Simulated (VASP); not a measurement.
Input of a VASP 6.6.1 run:

INCAR

```
SYSTEM = Ti
  ALGO = Fast
  EDIFF = 1E-6
  ENCUT = 520
  GGA = CA
  ISIF = 2
  ISMEAR = 0
  ISPIN = 2
  LASPH = .TRUE.
  LCHARG = .TRUE.
  LELF = .TRUE.
  LMAXMIX = 4
  LORBIT = 11
  LREAL = .FALSE.
  LVHAR = .TRUE.
  LWAVE = .FALSE.
  MAGMOM = 0.875
  NBANDS = 16
  NELM = 150
  NUPDOWN = 0.875
  PREC = Accurate
  SIGMA = 0.15
```

Contents of KPOINTS:

```
k-points
0
G
  22 22 22
  0 0 0
```

The input POSCAR:

```
Ti
1.0
    0.0000000000      2.0397865982      2.0397865982
    2.0397865982      0.0000000000      2.0397865982
    2.0397865982      2.0397865982      0.0000000000
Ti
1
Direct
    0.0000000000      0.0000000000      0.0000000000
```

Potentials or basis: VASP PAW LDA potentials, release 64 (Ti_sv).

The run is started by

```console
$ cat potpaw_LDA.64/Ti_sv/POTCAR > POTCAR
$ mpirun -np 1 vasp_std > vasp.out
```

Task: What does it give for the pressure?

Result: -4.0 GPa.

Caveat: the cell stands under tension; the total moment is fixed, so each spin has its own Fermi level and the state may be an excited one.
